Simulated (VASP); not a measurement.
# PbSe (I4/mmm) in VASP: notebook

The runs below take PbSe through single point, with PBE.

Program: VASP 6.6.1. These are calculated values, not measurements. Logs are shortened: lines on timing, memory, paths and dates and some standing lists are left out, and cuts for length are marked.

## Step 1: The cell of the first run

Symmetry: I4/mmm, No. 139, tetragonal system. The conventional cell has a = 4.331 Å, b = 4.331 Å, c = 6.247 Å, α = 90.00°, β = 90.00°, γ = 90.00°. Within 4.0 Å of Pb (site symmetry 4/mmm) lie 6 Se at 3.06 to 3.12 Å. Se (site symmetry 4/mmm) has 6 Pb at 3.06 to 3.12 Å within 4.0 Å.

## Step 2: Single point, PBE (zz strain of +2 %)

INCAR reads:

```
SYSTEM = PbSe
PREC = Accurate
ENCUT = 520
EDIFF = 1E-6
ISMEAR = -1
SIGMA = 0.01
LREAL = .False.
LASPH = .True.
NELM = 80
ALGO = Normal
ISIF = 2
LWAVE = .False.
LCHARG = .False.
GGA = PE
NBANDS = 17
```

KPOINTS reads:

```
Automatic mesh
0
Gamma
  9 9 9
  0 0 0
```

POSCAR reads:

```
PbSe
1.0
    0.0000000000      3.0621500000      3.1233930000
    3.0621500000      0.0000000000      3.1233930000
    3.0621500000      3.0621500000      0.0000000000
Pb Se
1 1
Direct
    0.0000000000      0.0000000000      0.0000000000
    0.5000000000      0.5000000000      0.5000000000
```

Potentials or basis: VASP PAW PBE potentials, release 64 (Pb_d, Se).

The run is started by

```sh
cat potpaw_PBE.64/Pb_d/POTCAR potpaw_PBE.64/Se/POTCAR > POTCAR
mpirun -np 1 vasp_std > vasp.out
```

OUTCAR:

```text
SYSTEM = PbSe
   PREC = Accurate
   ENCUT = 520
   EDIFF = 1E-6
   ISMEAR = -1
   LREAL = .False.
   LASPH = .True.
   NELM = 80
   ISIF = 2
   GGA = PE

 ion  position               nearest neighbor table
   1  0.000  0.000  0.000-   2 3.06   2 3.06   2 3.06   2 3.06   2 3.12   2 3.12
   2  0.500  0.500  0.500-   1 3.06   1 3.06   1 3.06   1 3.06   1 3.12   1 3.12

  LATTYP: Found a body centered tetragonal cell.
 ALAT       =     4.3305340600
 C/A-ratio  =     1.4424978336

  Lattice vectors:

 A1 = (  -3.0621500000,   0.0000000000,   3.1233930000)
 A2 = (   3.0621500000,   0.0000000000,   3.1233930000)
 A3 = (   0.0000000000,   3.0621500000,  -3.1233930000)

Analysis of symmetry for initial positions (statically):
=====================================================================
 Subroutine PRICEL returns:
 Original cell was already a primitive cell.

 Routine SETGRP: Setting up the symmetry group for a
 body centered tetragonal supercell.

 Subroutine GETGRP returns: Found 16 space group operations
 (whereof 16 operations were pure point group operations)
 out of a pool of 16 trial point group operations.

The static configuration has the point symmetry D_4h.

Analysis of symmetry for dynamics (positions and initial velocities):
=====================================================================
 Subroutine PRICEL returns:
 Original cell was already a primitive cell.

 Routine SETGRP: Setting up the symmetry group for a
 body centered tetragonal supercell.

 Subroutine GETGRP returns: Found 16 space group operations
 (whereof 16 operations were pure point group operations)
 out of a pool of 16 trial point group operations.

The dynamic configuration has the point symmetry D_4h.

 Subroutine INISYM returns: Found 16 space group operations
 (whereof 16 operations are pure point group operations),
 and found     1 'primitive' translations

----------------------------------------------------------------------------------------

                                     Primitive cell

  volume of cell :      58.5746

  direct lattice vectors                    reciprocal lattice vectors
     0.000000000  3.062150000  3.123393000    -0.163283967  0.163283967  0.160082321
     3.062150000  0.000000000  3.123393000     0.163283967 -0.163283967  0.160082321
     3.062150000  3.062150000  0.000000000     0.163283967  0.163283967 -0.160082321

  length of vectors
     4.374053778  4.374053778  4.330534060     0.280979816  0.280979816  0.280979816

  position of ions in fractional coordinates (direct lattice)
     0.000000000  0.000000000  0.000000000
     0.500000000  0.500000000  0.500000000

  ion indices of the primitive-cell ions
   primitive index   ion index
                 1           1
                 2           2

----------------------------------------------------------------------------------------

 KPOINTS: Automatic mesh

Automatic generation of k-mesh.
 Grid dimensions read from file:
 generate k-points for:    9    9    9

 Generating k-lattice:

  Cartesian coordinates                     Fractional coordinates (reciprocal lattice)
    -0.018142663  0.018142663  0.017786925     0.111111111  0.000000000  0.000000000
     0.018142663 -0.018142663  0.017786925     0.000000000  0.111111111  0.000000000
     0.018142663  0.018142663 -0.017786925     0.000000000  0.000000000  0.111111111

  Length of vectors
     0.031219980  0.031219980  0.031219980

  Shift w.r.t. Gamma in fractional coordinates (k-lattice)
     0.000000000  0.000000000  0.000000000

 Subroutine IBZKPT returns following result:
 ===========================================

 Found     75 irreducible k-points:

 Following reciprocal coordinates:
            Coordinates               Weight
  0.000000  0.000000  0.000000      1.000000
  0.111111  0.000000  0.000000      8.000000
  0.222222 -0.000000  0.000000      8.000000
  0.333333 -0.000000  0.000000      8.000000
  0.444444 -0.000000  0.000000      8.000000
  0.111111  0.111111  0.000000      2.000000
[... 16 lines left out ...]
 -0.333333  0.333333  0.000000      4.000000
  0.444444  0.444444  0.000000      2.000000
 [... further k-points ...]
   k-points           NKPTS =     75   k-points in BZ     NKDIM =     75   number of bands    NBANDS=     17
   number of dos      NEDOS =    301   number of ions     NIONS =      2
   total plane-waves  NPLWV =  41472
   dimension x,y,z NGX =    36 NGY =   36 NGZ =   32
   dimension x,y,z NGXF=    72 NGYF=   72 NGZF=   64
   ions per type =               1   1
   NGX,Y,Z   is equivalent  to a cutoff of  13.68, 13.68, 12.28 a.u.
   NGXF,Y,Z  is equivalent  to a cutoff of  27.37, 27.37, 24.57 a.u.
 SYSTEM =  PbSe
   PREC   = accura    normal or accurate (medium, high low for compatibility)
   ISTART =      0    job   : 0-new  1-cont  2-samecut
   ICHARG =      2    charge: 1-file 2-atom 10-const
   ISPIN  =      1    spin polarized calculation?
   LNONCOLLINEAR =      F non collinear calculations
   LSORBIT =      F    spin-orbit coupling
   LASPH  =      T    aspherical Exc in radial PAW
   ENCUT  =  520.0 eV  38.22 Ry    6.18 a.u.   8.13  8.13  8.05*2*pi/ulx,y,z
   NELM   =     80;   NELMIN=  2; NELMDL= -5     # of ELM steps
   EDIFF  = 0.1E-05   stopping-criterion for ELM
   LREAL  =      F    real-space projection
   EDIFFG = 0.1E-04   stopping-criterion for IOM
   NSW    =      0    number of steps for IOM
   IBRION =     -1    ionic relax: 0-MD 1-quasi-New 2-CG
   NFREE  =      0    steps in history (QN), initial steepest desc. (CG)
   ISIF   =      2    stress and relaxation
   ISYM   =      2    0-nonsym 1-usesym 2-fastsym
   POTIM  = 0.5000    time-step for ionic-motion
   TEBEG  =    0.0;   TEEND  =   0.0 temperature during run
   PSTRESS=    0.0 pullay stress
   NELECT =      20.0000    total number of electrons
   NUPDOWN=      -1.0000    fix difference up-down
   EMIN   =  10.00;   EMAX   =-10.00  energy-range for DOS
   EFERMI =   0.00;   METHOD = LEGACY
   ISMEAR =    -1;   SIGMA  =   0.01  broadening in eV -4-tet -1-fermi 0-gaus
   EFERMI_NEDOS =   21; number of points for ismear=-14 and -15
   IALGO  =     38    algorithm
   IMIX   =      4    mixing-type and parameters
     AMIX     =   0.40;   BMIX     =  1.00
     AMIX_MAG =   1.60;   BMIX_MAG =  1.00
  volume/ion in A,a.u.               =      29.29       197.64
  Fermi-wavevector in a.u.,A,eV,Ry     =   1.144234  2.162289 17.813730  1.309272
  Thomas-Fermi vector in A             =   2.280927
   LORBIT       =      0    0 simple, 1 ext, 2 COOP (PROOUT), +10 PAW based schemes
   GGA     = PE    functional components
   LHFCALC =     F    Hartree Fock is set to
   AEXX    =    0.0000 exact exchange contribution
   IVDW    =     0    specifies the selected vdW correction
   LEPSILON=     F    determine dielectric tensor
   LRPA    =     F    only Hartree local field effects (RPA)
 non-spin polarized calculation
  energy-cutoff  :      520.00
  volume of cell :       58.57
 maximum number of plane-waves:      1592
 NGX is ok and might be reduce to    36
   NGX = 17   NGY = 17   NGZ = 17

 number of electron      19.9999999 magnetization

 Free energy of the ion-electron system (eV)
  ---------------------------------------------------
  ext. energy  EPLUGINS =         0.00000000
  ---------------------------------------------------
  free energy    TOTEN  =        -8.18709620 eV

  energy without entropy =       -8.18709620  energy(sigma->0) =       -8.18709620

 E-fermi :   4.9154     XC(G=0):  -9.4318

 val. band max:        4.6384954909   @ k =   0.4444  -0.0000   0.0000
 cond. band min:       5.3527655259   @ k =   0.4444  -0.0000   0.0000
 fundamental gap:      0.7142700350
 Fermi energy:         4.9154223981

 k-point     1 :       0.0000    0.0000    0.0000
  band No.  band energies     occupation
      1     -11.9972      2.00000
      2     -11.9972      2.00000
      3     -11.9970      2.00000
      4     -11.9911      2.00000
      5     -11.9842      2.00000
      6      -8.6095      2.00000
[... 9 lines left out ...]
     16      11.4117      0.00000
     17      12.9570      0.00000

 k-point     2 :       0.1111    0.0000    0.0000
  band No.  band energies     occupation
      1     -11.9991      2.00000
      2     -11.9960      2.00000
      3     -11.9954      2.00000
      4     -11.9885      2.00000
      5     -11.9855      2.00000
      6      -8.5192      2.00000
[... 9 lines left out ...]
     16      11.6736      0.00000
     17      13.8309      0.00000

 k-point     3 :       0.2222   -0.0000    0.0000
  band No.  band energies     occupation
      1     -12.0049      2.00000
      2     -11.9975      2.00000
      3     -11.9944      2.00000
      4     -11.9820      2.00000
      5     -11.9797      2.00000
      6      -8.2664      2.00000
[... 9 lines left out ...]
     16      12.3429      0.00000
     17      15.3819      0.00000

 k-point     4 :       0.3333   -0.0000    0.0000
  band No.  band energies     occupation
      1     -12.0116      2.00000
      2     -12.0045      2.00000
      3     -11.9933      2.00000
      4     -11.9734      2.00000
      5     -11.9690      2.00000
      6      -7.9193      2.00000
[... 9 lines left out ...]
     16      13.3893      0.00000
     17      16.4810      0.00000
[... 343 lines left out ...]
      1     -12.0766      2.00000
      2     -11.9938      2.00000
      3     -11.9812      2.00000
      4     -11.9681      2.00000
      5     -11.9621      2.00000
      6      -7.3326      2.00000
[... 9 lines left out ...]
     16      15.3988      0.00000
     17      16.9117      0.00000

 k-point    23 :      -0.3333    0.3333    0.0000
  band No.  band energies     occupation
      1     -12.0574      2.00000
      2     -11.9900      2.00000
      3     -11.9819      2.00000
      4     -11.9763      2.00000
      5     -11.9670      2.00000
      6      -7.3407      2.00000
[... 9 lines left out ...]
     16      14.2474      0.00000
     17      15.9933      0.00000

 k-point    24 :       0.4444    0.4444    0.0000
  band No.  band energies     occupation
      1     -12.1006      2.00000
      2     -12.0062      2.00000
      3     -11.9687      2.00000
      4     -11.9592      2.00000
      5     -11.9592      2.00000
      6      -7.3666      2.00000
[... 9 lines left out ...]
     16      16.2475      0.00000
     17      17.3782      0.00000

 [... further k-points ...]
[... 5 lines left out ...]
  --------------------------------------------------------------------------------------
  -------------------------------------------------------------------------------------
  Total        0.7422615      0.7422615     -0.0717365      0.0000000     -0.0000000     -0.0000000
  in kB       20.3028957     20.3028957     -1.9621915      0.0000000     -0.0000000     -0.0000000
  external PRESSURE =      12.8812000 kB  Pullay stress =       0.0000000 kB

 VOLUME and BASIS-vectors are now :
 -----------------------------------------------------------------------------
  energy-cutoff  :      520.00
  volume of cell :       58.57
      direct lattice vectors                 reciprocal lattice vectors
     0.000000000  3.062150000  3.123393000    -0.163283967  0.163283967  0.160082321
     3.062150000  0.000000000  3.123393000     0.163283967 -0.163283967  0.160082321
     3.062150000  3.062150000  0.000000000     0.163283967  0.163283967 -0.160082321

 POSITION                                       TOTAL-FORCE (eV/Angst)
 -----------------------------------------------------------------------------------
      0.00000      0.00000      0.00000         0.000000     -0.000000      0.000000
      3.06215      3.06215      3.12339        -0.000000      0.000000     -0.000000
 -----------------------------------------------------------------------------------
    total drift:                               -0.000000      0.000000      0.000000

  FREE ENERGIE OF THE ION-ELECTRON SYSTEM (eV)
  ---------------------------------------------------
  free  energy   TOTEN  =        -8.1870961963 eV

  energy  without entropy=       -8.1870961963  energy(sigma->0) =       -8.18709620
```

Wall time 3 min (1 thread of AMD EPYC 7R13, shared host); peak memory 0.21 GiB.

Results:

* Free energy: -8.1871 eV
* Pressure: 1.3 GPa
* Band gap on the k mesh: 0.71 eV, direct

Caveat: the cell differs from its parent crystal (zz strain of +2 %); spin-orbit coupling is left out, which moves the levels of the heavy elements. A k mesh can miss the band edges.

## Step 3: Single point, PBE (zz strain of +3 %)

INCAR reads:

```
PREC = Accurate
ENCUT = 520
EDIFF = 1E-6
ISMEAR = -1
SIGMA = 0.01
LREAL = False
LASPH = True
NELM = 80
ALGO = Normal
ISIF = 2
LWAVE = False
LCHARG = False
GGA = PE
NBANDS = 17
```

KPOINTS reads:

```
Automatic mesh
0
Gamma
  9 9 9
```

POSCAR reads:

```
PbSe
1.0
    0.0000000000      3.0621500000      3.1540145000
    3.0621500000      0.0000000000      3.1540145000
    3.0621500000      3.0621500000      0.0000000000
Pb Se
1 1
Direct
    0.0000000000      0.0000000000      0.0000000000
    0.5000000000      0.5000000000      0.5000000000
```

Potentials or basis: VASP PAW PBE potentials, release 64 (Pb_d, Se).

The run is started by

```sh
cat potpaw_PBE.64/Pb_d/POTCAR potpaw_PBE.64/Se/POTCAR > POTCAR
mpirun -np 1 vasp_std > vasp.out
```

OUTCAR:

```text
PREC = Accurate
   ENCUT = 520
   EDIFF = 1E-6
   ISMEAR = -1
   LREAL = False
   LASPH = True
   NELM = 80
   ISIF = 2
   GGA = PE

 ion  position               nearest neighbor table
   1  0.000  0.000  0.000-   2 3.06   2 3.06   2 3.06   2 3.06   2 3.15   2 3.15
   2  0.500  0.500  0.500-   1 3.06   1 3.06   1 3.06   1 3.06   1 3.15   1 3.15

  LATTYP: Found a body centered tetragonal cell.
 ALAT       =     4.3305340600
 C/A-ratio  =     1.4566399692

  Lattice vectors:

 A1 = (  -3.0621500000,   0.0000000000,   3.1540145000)
 A2 = (   3.0621500000,   0.0000000000,   3.1540145000)
 A3 = (   0.0000000000,   3.0621500000,  -3.1540145000)

Analysis of symmetry for initial positions (statically):
=====================================================================
 Subroutine PRICEL returns:
 Original cell was already a primitive cell.

 Routine SETGRP: Setting up the symmetry group for a
 body centered tetragonal supercell.

 Subroutine GETGRP returns: Found 16 space group operations
 (whereof 16 operations were pure point group operations)
 out of a pool of 16 trial point group operations.

[... 156 lines left out ...]
  ext. energy  EPLUGINS =         0.00000000
  ---------------------------------------------------
  free energy    TOTEN  =        -8.18470125 eV

  energy without entropy =       -8.18470125  energy(sigma->0) =       -8.18470125

 E-fermi :   4.7863     XC(G=0):  -9.3864

 val. band max:        4.5291772895   @ k =   0.4444  -0.0000   0.0000
 cond. band min:       5.2483951921   @ k =   0.4444  -0.0000   0.0000
 fundamental gap:      0.7192179025
 Fermi energy:         4.7862746546

 k-point     1 :       0.0000    0.0000    0.0000
  band No.  band energies     occupation
      1     -12.1037      2.00000
      2     -12.1014      2.00000
      3     -12.1014      2.00000
      4     -12.0920      2.00000
      5     -12.0838      2.00000
      6      -8.6489      2.00000
[... 457 lines left out ...]
      4     -12.0657      2.00000
      5     -12.0657      2.00000
      6      -7.4673      2.00000
[... 9 lines left out ...]
     16      16.1048      0.00000
     17      17.2268      0.00000

 [... further k-points ...]
[... 5 lines left out ...]
  --------------------------------------------------------------------------------------
  -------------------------------------------------------------------------------------
  Total        0.6988241      0.6988241     -0.4506936      0.0000000     -0.0000000     -0.0000000
  in kB       18.9291829     18.9291829    -12.2080250      0.0000000     -0.0000000     -0.0000000
  external PRESSURE =       8.5501136 kB  Pullay stress =       0.0000000 kB

 VOLUME and BASIS-vectors are now :
 -----------------------------------------------------------------------------
  energy-cutoff  :      520.00
  volume of cell :       59.15
      direct lattice vectors                 reciprocal lattice vectors
     0.000000000  3.062150000  3.154014500    -0.163283967  0.163283967  0.158528123
     3.062150000  0.000000000  3.154014500     0.163283967 -0.163283967  0.158528123
     3.062150000  3.062150000  0.000000000     0.163283967  0.163283967 -0.158528123

 POSITION                                       TOTAL-FORCE (eV/Angst)
 -----------------------------------------------------------------------------------
      0.00000      0.00000      0.00000        -0.000000      0.000000     -0.000000
      3.06215      3.06215      3.15401         0.000000     -0.000000      0.000000
 -----------------------------------------------------------------------------------
    total drift:                               -0.000000      0.000000      0.000000

  FREE ENERGIE OF THE ION-ELECTRON SYSTEM (eV)
  ---------------------------------------------------
  free  energy   TOTEN  =        -8.1847012521 eV

  energy  without entropy=       -8.1847012521  energy(sigma->0) =       -8.18470125
```

OSZICAR:

```text
N       E                     dE             d eps       ncg     rms          rms(c)
DAV:   1     0.156693474950E+03    0.15669E+03   -0.95267E+03  2550   0.119E+03
DAV:   2     0.328189892956E+01   -0.15341E+03   -0.14812E+03  2712   0.305E+02
DAV:   3    -0.821021954622E+01   -0.11492E+02   -0.11404E+02  3217   0.886E+01
DAV:   4    -0.848673094843E+01   -0.27651E+00   -0.27624E+00  3212   0.155E+01
DAV:   5    -0.849607151095E+01   -0.93406E-02   -0.93401E-02  3608   0.277E+00    0.274E+00
DAV:   6    -0.818598888111E+01    0.31008E+00   -0.77868E-01  3974   0.585E+00    0.151E+00
DAV:   7    -0.818152245539E+01    0.44664E-02   -0.12577E-01  3081   0.168E+00    0.845E-01
DAV:   8    -0.818512023726E+01   -0.35978E-02   -0.13998E-02  3148   0.126E+00    0.174E-01
DAV:   9    -0.818461696453E+01    0.50327E-03   -0.30441E-03  3999   0.512E-01    0.561E-02
DAV:  10    -0.818469329306E+01   -0.76329E-04   -0.24149E-04  3038   0.881E-02    0.198E-02
DAV:  11    -0.818470127413E+01   -0.79811E-05   -0.60154E-05  3405   0.764E-02    0.888E-03
DAV:  12    -0.818470125209E+01    0.22035E-07   -0.31742E-06  3278   0.120E-02
   1 F= -.81847013E+01 E0= -.81847013E+01  d E =-.400405E-13
```

stdout:

```text
POSCAR found type information on POSCAR PbSe
 POSCAR found :  2 types and       2 ions
 scaLAPACK will be used
 LDA part: xc-table for (Slater+PW92), standard interpolation
 POSCAR, INCAR and KPOINTS ok, starting setup
 FFT: planning ... GRIDC
 FFT: planning ... GRID_SOFT
 FFT: planning ... GRID
 WAVECAR not read
 entering main loop
```

Wall time 2.9 min (1 thread of AMD EPYC 7R13, shared host); peak memory 0.21 GiB.

Results:

```yaml
Free_energy: -8.1847 eV
Pressure: 0.9 GPa
Band_gap_on_the_k_mesh: 0.72 eV, direct
```

Stress tensor (GPa, compression positive):
```
 1.89  0.00  0.00
 0.00  1.89  0.00
 0.00  0.00 -1.22
```

Caveat: the cell differs from its parent crystal (zz strain of +3 %); spin-orbit coupling is left out, which moves the levels of the heavy elements. A k mesh can miss the band edges.
